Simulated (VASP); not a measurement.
# Te2Mo (Pm) in VASP: single point with PBE

Aim: the single point of Te2Mo with PBE.

Program: VASP 6.6.1. These are calculated values, not measurements. Logs are shortened: lines on timing, memory, paths and dates and some standing lists are left out, and cuts for length are marked.

## (1) The cell of the first run

The structure is monoclinic, space group Pm (No. 6). Conventional cell: a = 6.346 Å, b = 3.494 Å, c = 14.866 Å, α = 90.00°, β = 92.12°, γ = 90.00°. Within 3.8 Å of Te (site symmetry m) lie 3 Mo at 2.82 to 2.84 Å and 8 Te at 3.49 to 3.71 Å. Te (site symmetry m) has 3 Mo at 2.82 to 2.84 Å and 8 Te at 3.49 to 3.71 Å within 3.8 Å. Within 3.8 Å of Te (site symmetry m) lie 3 Mo at 2.70 to 2.71 Å and 6 Te at 3.49 to 3.71 Å. Within 3.8 Å of Te (site symmetry m) lie 3 Mo at 2.70 to 2.71 Å and 6 Te at 3.49 to 3.71 Å. Within 3.8 Å of Te (site symmetry m) lie 3 Mo at 2.70 to 2.71 Å and 6 Te at 3.49 to 3.71 Å. Within 3.8 Å of Te (site symmetry m) lie 3 Mo at 2.70 to 2.71 Å and 6 Te at 3.49 to 3.71 Å. Within 3.8 Å of Te (site symmetry m) lie 3 Mo at 2.82 to 2.84 Å and 8 Te at 3.49 to 3.71 Å. Within 3.8 Å of Te (site symmetry m) lie 3 Mo at 2.82 to 2.84 Å and 8 Te at 3.49 to 3.71 Å.

## (2) Single point, PBE

Contents of INCAR:

```
SYSTEM = Te2Mo
ALGO = Normal ; EDIFF = 1E-7
ENCUT = 520 ; GGA = PE
ISIF = 2 ; ISMEAR = 0
LASPH = .True. ; LCHARG = .False.
LREAL = Auto ; LWAVE = .False.
NBANDS = 180 ; NELM = 80
PREC = Accurate ; SIGMA = 0.05
```

Contents of KPOINTS:

```
k-points
0
Gamma
  2 1 1
  0 0 0
```

Contents of POSCAR:

```
Te2Mo
1.0
   -6.3464500000      3.4942160000      0.0000000000
   -6.3464490000     -6.9884320000      0.0000000000
   -0.5490250000      0.0000000000     14.8561590000
Te Mo
24 12
Direct
    0.7204360000      0.8602180000      0.9011540000
    0.0537680000      0.5268840000      0.9011540000
    0.3871020000      0.1935510000      0.9011540000
    0.4459380000      0.9729690000      0.0985500000
    0.7792720000      0.6396360000      0.0985500000
    0.1126040000      0.3063020000      0.0985500000
    0.2270300000      0.8635150000      0.8617520000
    0.5603640000      0.5301820000      0.8617520000
    0.8936980000      0.1968490000      0.8617520000
    0.9393020000      0.9696510000      0.1379230000
    0.2726360000      0.6363180000      0.1379230000
    0.6059680000      0.3029840000      0.1379230000
    0.8783060000      0.6891530000      0.6382740000
    0.2116400000      0.3558200000      0.6382740000
    0.5449740000      0.0224870000      0.6382740000
    0.6218640000      0.8109320000      0.3620630000
    0.9551960000      0.4775980000      0.3620630000
    0.2885300000      0.1442650000      0.3620630000
    0.3758260000      0.6879130000      0.5989240000
    0.7091600000      0.3545800000      0.5989240000
    0.0424920000      0.0212460000      0.5989240000
    0.1246080000      0.8123040000      0.4013920000
    0.4579420000      0.4789710000      0.4013920000
    0.7912760000      0.1456380000      0.4013920000
    0.4539980000      0.7269990000      0.9930900000
    0.7873300000      0.3936650000      0.9930900000
    0.1206640000      0.0603320000      0.9930900000
    0.0456720000      0.7728360000      0.0065320000
    0.3790060000      0.4395030000      0.0065320000
    0.7123400000      0.1061700000      0.0065320000
    0.3801440000      0.9400720000      0.4935200000
    0.7134760000      0.6067380000      0.4935200000
    0.0468100000      0.2734050000      0.4935200000
    0.7868760000      0.8934380000      0.5068270000
    0.1202100000      0.5601050000      0.5068270000
    0.4535420000      0.2267710000      0.5068270000
```

Potentials or basis: VASP PAW PBE potentials, release 64 (Te, Mo_sv).

Command:

```sh
$ cat potpaw_PBE.64/Te/POTCAR potpaw_PBE.64/Mo_sv/POTCAR > POTCAR
$ mpirun -np 1 vasp_std > vasp.out
```

OUTCAR:

```text
SYSTEM = Te2Mo
   EDIFF = 1E-7
   ENCUT = 520
   GGA = PE
   ISIF = 2
   ISMEAR = 0
   LASPH = .True.
   LREAL = Auto
   NELM = 80
   PREC = Accurate

 ion  position               nearest neighbor table
   1  0.720  0.860  0.901-  28 2.82  30 2.82  25 2.84   3 3.49   2 3.49   5 3.53   4 3.53   8 3.63
                             7 3.63
   2  0.054  0.527  0.901-  28 2.82  29 2.82  26 2.84   3 3.49   1 3.49   5 3.53   6 3.53   9 3.63
                             8 3.63
   3  0.387  0.194  0.901-  29 2.82  30 2.82  27 2.84   1 3.49   2 3.49   4 3.53   6 3.53   9 3.63
                             7 3.63
   4  0.446  0.973  0.099-  25 2.82  27 2.82  30 2.84   5 3.49   6 3.49   3 3.53   1 3.53  12 3.63
                            10 3.63
   5  0.779  0.640  0.099-  25 2.82  26 2.82  28 2.84   4 3.49   6 3.49   2 3.53   1 3.53  10 3.63
                            11 3.63
   6  0.113  0.306  0.099-  27 2.82  26 2.82  29 2.84   4 3.49   5 3.49   2 3.53   3 3.53  12 3.63
                            11 3.63
   7  0.227  0.864  0.862-  27 2.70  25 2.70  28 2.71   8 3.49   9 3.49   3 3.63   1 3.63
   8  0.560  0.530  0.862-  26 2.70  25 2.70  29 2.71   7 3.49   9 3.49   2 3.63   1 3.63
   9  0.894  0.197  0.862-  26 2.70  27 2.70  30 2.71   8 3.49   7 3.49   2 3.63   3 3.63
  10  0.939  0.970  0.138-  30 2.70  28 2.70  27 2.71  11 3.49  12 3.49   5 3.63   4 3.63
  11  0.273  0.636  0.138-  29 2.70  28 2.70  25 2.71  10 3.49  12 3.49   5 3.63   6 3.63
[... 39 lines left out ...]
  35  0.120  0.560  0.507-  14 2.70  13 2.70  17 2.71  22 2.82  23 2.82  19 2.84  33 2.89  32 2.89

  36  0.454  0.227  0.507-  15 2.70  14 2.70  18 2.71  23 2.82  24 2.82  20 2.84  31 2.89  33 2.89

  LATTYP: Found a triclinic cell.
 ALAT       =     7.2447893729
 B/A-ratio  =     1.3030200427
 C/A-ratio  =     2.0519989846
 COS(alpha) =     0.0248280808
 COS(beta)  =     0.0323514920
 COS(gamma) =     0.2318754858

  Lattice vectors:

 A1 = (  -6.3464500000,   3.4942160000,   0.0000000000)
 A2 = (  -6.3464490000,  -6.9884320000,   0.0000000000)
 A3 = (  -0.5490250000,   0.0000000000,  14.8561590000)

Analysis of symmetry for initial positions (statically):
=====================================================================
 Subroutine PRICEL returns following result:

  LATTYP: Found a simple monoclinic cell.
 ALAT       =     6.3464623596
 B/A-ratio  =     0.5505769675
 C/A-ratio  =     2.3424546771
 COS(beta)  =    -0.0369308425

  Lattice vectors:

 A1 = (  -6.3464623596,  -0.0000000000,   0.0000000000)
 A2 = (  -0.0000066798,   3.4942160000,   0.0000000000)
 A3 = (   0.5490250000,   0.0000000000, -14.8561590000)

   3 primitive cells build up your supercell.

 Routine SETGRP: Setting up the symmetry group for a
 triclinic supercell.

 Subroutine GETGRP returns: Found  1 space group operations
 (whereof  1 operations were pure point group operations)
 out of a pool of  2 trial point group operations.

The static configuration has the point symmetry C_1 .

Analysis of symmetry for dynamics (positions and initial velocities):
=====================================================================
 Subroutine PRICEL returns following result:

  LATTYP: Found a simple monoclinic cell.
 ALAT       =     6.3464623596
 B/A-ratio  =     0.5505769675
 C/A-ratio  =     2.3424546771
 COS(beta)  =    -0.0369308425

  Lattice vectors:

 A1 = (  -6.3464623596,  -0.0000000000,   0.0000000000)
 A2 = (  -0.0000066798,   3.4942160000,   0.0000000000)
 A3 = (   0.5490250000,   0.0000000000, -14.8561590000)

   3 primitive cells build up your supercell.

 Routine SETGRP: Setting up the symmetry group for a
 triclinic supercell.

 Subroutine GETGRP returns: Found  1 space group operations
 (whereof  1 operations were pure point group operations)
 out of a pool of  2 trial point group operations.

The dynamic configuration has the point symmetry C_1 .

 Subroutine INISYM returns: Found  1 space group operations
 (whereof  1 operations are pure point group operations),
 and found     3 'primitive' translations

----------------------------------------------------------------------------------------

                                     Primitive cell

  volume of cell :     329.4488

  direct lattice vectors                    reciprocal lattice vectors
    -6.346462360 -0.000000000  0.000000000    -0.157568098 -0.000000301 -0.005823095
    -0.000006680  3.494216000  0.000000000    -0.000000000  0.286187231 -0.000000000
     0.549025000  0.000000000-14.856159000     0.000000000  0.000000000 -0.067312150

  length of vectors
     6.346462360  3.494216000 14.866300437     0.157675660  0.286187231  0.067312150

  position of ions in fractional coordinates (direct lattice)
     0.580651839  0.000000000  0.098846000
     0.418905662  0.500000000  0.901450000
     0.090544319  0.500000000  0.138248000
     0.908950182  0.000000000  0.862077000
     0.567456365  0.500000000  0.361726000
     0.432794134  0.000000000  0.637937000
     0.063737873  0.000000000  0.401076000
     0.936911626  0.500000000  0.598608000
     0.180995638  0.000000000  0.006910000
     0.818507863  0.500000000  0.993468000
     0.320211860  0.500000000  0.506480000
     0.680311639  0.000000000  0.493173000

  ion indices of the primitive-cell ions
   primitive index   ion index
                 1           1
                 2           5
                 3           8
                 4          10
                 5          13
                 6          16
                 7          21
                 8          24
                 9          25
                10          30
                11          32
                12          34

----------------------------------------------------------------------------------------

 KPOINTS: k-points

Automatic generation of k-mesh.
 Grid dimensions read from file:
 generate k-points for:    2    1    1

 Generating k-lattice:

  Cartesian coordinates                     Fractional coordinates (reciprocal lattice)
    -0.052522804  0.047697867 -0.001941036     0.500000000  0.000000000  0.000000000
    -0.052522804 -0.095395749 -0.001941036     0.000000000  1.000000000  0.000000000
     0.000000000  0.000000000  0.067312150     0.000000000  0.000000000  1.000000000

  Length of vectors
     0.070975341  0.108916305  0.067312150

  Shift w.r.t. Gamma in fractional coordinates (k-lattice)
     0.000000000  0.000000000  0.000000000

 Subroutine IBZKPT returns following result:
 ===========================================

 Found      2 irreducible k-points:

 Following reciprocal coordinates:
            Coordinates               Weight
  0.000000  0.000000  0.000000      1.000000
  0.500000 -0.000000  0.000000      1.000000
   k-points           NKPTS =      2   k-points in BZ     NKDIM =      2   number of bands    NBANDS=    180
   number of dos      NEDOS =    301   number of ions     NIONS =     36
   total plane-waves  NPLWV = 423360
   dimension x,y,z NGX =    54 NGY =   70 NGZ =  112
   dimension x,y,z NGXF=   108 NGYF=  140 NGZF=  224
   ions per type =              24  12
   NGX,Y,Z   is equivalent  to a cutoff of  12.39, 12.33, 12.52 a.u.
   NGXF,Y,Z  is equivalent  to a cutoff of  24.78, 24.65, 25.05 a.u.
 SYSTEM =  Te2Mo
   PREC   = accura    normal or accurate (medium, high low for compatibility)
   ISTART =      0    job   : 0-new  1-cont  2-samecut
   ICHARG =      2    charge: 1-file 2-atom 10-const
   ISPIN  =      1    spin polarized calculation?
   LNONCOLLINEAR =      F non collinear calculations
   LSORBIT =      F    spin-orbit coupling
   LASPH  =      T    aspherical Exc in radial PAW
   ENCUT  =  520.0 eV  38.22 Ry    6.18 a.u.  13.47 17.55 27.64*2*pi/ulx,y,z
   NELM   =     80;   NELMIN=  2; NELMDL= -5     # of ELM steps
   EDIFF  = 0.1E-06   stopping-criterion for ELM
   LREAL  =      T    real-space projection
   EDIFFG = 0.1E-05   stopping-criterion for IOM
   NSW    =      0    number of steps for IOM
   IBRION =     -1    ionic relax: 0-MD 1-quasi-New 2-CG
   NFREE  =      0    steps in history (QN), initial steepest desc. (CG)
   ISIF   =      2    stress and relaxation
   ISYM   =      2    0-nonsym 1-usesym 2-fastsym
   POTIM  = 0.5000    time-step for ionic-motion
   TEBEG  =    0.0;   TEEND  =   0.0 temperature during run
   PSTRESS=    0.0 pullay stress
   NELECT =     312.0000    total number of electrons
   NUPDOWN=      -1.0000    fix difference up-down
   EMIN   =  10.00;   EMAX   =-10.00  energy-range for DOS
   EFERMI =   0.00;   METHOD = LEGACY
   ISMEAR =     0;   SIGMA  =   0.05  broadening in eV -4-tet -1-fermi 0-gaus
   EFERMI_NEDOS =   21; number of points for ismear=-14 and -15
   IALGO  =     38    algorithm
   IMIX   =      4    mixing-type and parameters
     AMIX     =   0.40;   BMIX     =  1.00
     AMIX_MAG =   1.60;   BMIX_MAG =  1.00
  volume/ion in A,a.u.               =      27.45       185.27
  Fermi-wavevector in a.u.,A,eV,Ry     =   1.114697  2.106472 16.905916  1.242550
  Thomas-Fermi vector in A             =   2.251295
   LORBIT       =      0    0 simple, 1 ext, 2 COOP (PROOUT), +10 PAW based schemes
   GGA     = PE    functional components
   LHFCALC =     F    Hartree Fock is set to
   AEXX    =    0.0000 exact exchange contribution
   IVDW    =     0    specifies the selected vdW correction
   LEPSILON=     F    determine dielectric tensor
   LRPA    =     F    only Hartree local field effects (RPA)
 non-spin polarized calculation
 Gauss-broadening in eV      SIGMA  =   0.05
  energy-cutoff  :      520.00
  volume of cell :      988.34
 maximum number of plane-waves:     26691
 NGX is ok and might be reduce to    54
   NGX = 27   NGY = 35   NGZ = 55

 number of electron     311.9999977 magnetization

 Free energy of the ion-electron system (eV)
  ---------------------------------------------------
  ext. energy  EPLUGINS =         0.00000000
  ---------------------------------------------------
  free energy    TOTEN  =      -216.35534472 eV

  energy without entropy =     -216.34729126  energy(sigma->0) =     -216.35131799

 E-fermi :   7.3039     XC(G=0):  -9.8556

 val. band max:        7.2464967798   @ k =   0.0000   0.0000   0.0000
 cond. band min:       7.3725733581   @ k =   0.5000  -0.0000   0.0000
 fundamental gap:      0.1260765782
 Fermi energy:         7.3039248489

 k-point     1 :       0.0000    0.0000    0.0000
  band No.  band energies     occupation
      1     -53.9882      2.00000
      2     -53.9694      2.00000
      3     -53.9694      2.00000
      4     -53.9629      2.00000
      5     -53.9441      2.00000
      6     -53.9441      2.00000
[... 160 lines left out ...]
    167       8.1302      0.00000
    168       8.1426      0.00000

 k-point     2 :       0.5000   -0.0000    0.0000
  band No.  band energies     occupation
      1     -53.9828      2.00000
      2     -53.9828      2.00000
      3     -53.9575      2.00000
      4     -53.9575      2.00000
      5     -53.9535      2.00000
      6     -53.9532      2.00000
[... 160 lines left out ...]
    167       8.2431      0.00000
    168       8.2485      0.00000
 [bands above 168 left out]

------------------------ aborting loop because EDIFF is reached ----------------------------------------

  FORCE on cell =-STRESS in cart. coord.  units (eV):
  Direction    XX          YY          ZZ          XY          YZ          ZX
  --------------------------------------------------------------------------------------
  -------------------------------------------------------------------------------------
  Total       -5.4771616      7.7495700     11.0535434     -3.7979707      0.0113621     -0.1165323
  in kB       -8.8788713     12.5626079     17.9185855     -6.1567824      0.0184188     -0.1889072
  external PRESSURE =       7.2007741 kB  Pullay stress =       0.0000000 kB

 VOLUME and BASIS-vectors are now :
 -----------------------------------------------------------------------------
  energy-cutoff  :      520.00
  volume of cell :      988.34
      direct lattice vectors                 reciprocal lattice vectors
    -6.346450000  3.494216000  0.000000000    -0.105045608  0.095395733 -0.003882071
    -6.346449000 -6.988432000  0.000000000    -0.052522804 -0.095395749 -0.001941036
    -0.549025000  0.000000000 14.856159000     0.000000000  0.000000000  0.067312150

 POSITION                                       TOTAL-FORCE (eV/Angst)
 -----------------------------------------------------------------------------------
    -10.52630     -3.49422     13.38769        -0.000856      0.024081     -0.150863
     -4.17983     -3.49422     13.38769        -0.000856      0.024081     -0.150863
     -4.17984      0.00000     13.38769        -0.000856      0.024081     -0.150863
     -9.05913     -5.24132      1.46407         0.002479     -0.024786      0.145139
     -9.05913     -1.74711      1.46407         0.002479     -0.024786      0.145139
     -2.71267     -1.74711      1.46407         0.002479     -0.024786      0.145139
[... 28 lines left out ...]
     -4.59585     -3.49422      7.52950         0.196399     -0.177272      0.129371
     -4.59583      0.00000      7.52950         0.196399     -0.177272      0.129371
 -----------------------------------------------------------------------------------
    total drift:                               -0.002628     -0.008827      0.003940

  FREE ENERGIE OF THE ION-ELECTRON SYSTEM (eV)
  ---------------------------------------------------
  free  energy   TOTEN  =      -216.3553447240 eV

  energy  without entropy=     -216.3472912631  energy(sigma->0) =     -216.35131799
```

Wall time 18 min (1 thread of AMD EPYC 7R13 (Zen 3), shared host); peak memory 0.88 GiB.

What came out:

* Free energy: -216.3553 eV
* Pressure: 0.7 GPa
* Largest force: 0.319 eV/Å
* Band gap on the k mesh: 0.13 eV

Forces on the atoms (eV/Å):
```
Te  -0.001  0.024 -0.151
Te  -0.001  0.024 -0.151
Te  -0.001  0.024 -0.151
Te   0.002 -0.025  0.145
Te   0.002 -0.025  0.145
Te   0.002 -0.025  0.145
Te   0.167  0.046 -0.268
Te   0.167  0.046 -0.268
Te   0.167  0.046 -0.268
Te  -0.165 -0.047  0.258
Te  -0.165 -0.047  0.258
Te  -0.165 -0.047  0.258
Te   0.162  0.045  0.248
Te   0.162  0.045  0.248
Te   0.162  0.045  0.248
Te  -0.173 -0.045 -0.246
Te  -0.173 -0.045 -0.246
Te  -0.173 -0.045 -0.246
Te  -0.015  0.030  0.138
Te  -0.015  0.030  0.138
Te  -0.015  0.030  0.138
Te   0.024 -0.031 -0.136
Te   0.024 -0.031 -0.136
Te   0.024 -0.031 -0.136
Mo   0.201 -0.183 -0.124
Mo   0.201 -0.183 -0.124
Mo   0.201 -0.183 -0.124
Mo  -0.204  0.184  0.142
Mo  -0.204  0.184  0.142
Mo  -0.204  0.184  0.142
Mo  -0.196  0.178 -0.135
Mo  -0.196  0.178 -0.135
Mo  -0.196  0.178 -0.135
Mo   0.196 -0.177  0.129
Mo   0.196 -0.177  0.129
Mo   0.196 -0.177  0.129
```

Stress tensor (GPa, compression positive):
```
-0.89 -0.62 -0.02
-0.62  1.26  0.00
-0.02  0.00  1.79
```

Levels at points of the mesh, in eV from the valence-band top:
| k point | band 153 | band 154 | band 155 | band 156 | band 157 | band 158 | band 159 | band 160 |
| --- | --- | --- | --- | --- | --- | --- | --- | --- |
| (0.00, 0.00, 0.00) | -0.48 | -0.28 | -0.10 | 0.00 | 0.40 | 0.40 | 0.43 | 0.56 |
| (0.50, 0.00, 0.00) | -0.75 | -0.75 | -0.41 | -0.41 | 0.13 | 0.13 | 0.32 | 0.32 |

Caveat: the k points lie up to 0.68 Å⁻¹ apart; semilocal functionals underestimate gaps, and a narrow one can read as zero; spin-orbit coupling is left out, which moves the levels of the heavy elements; this functional lacks dispersion, which binds layers or chains, so the pressure and a relaxed spacing across them are unreliable. A k mesh can miss the band edges.
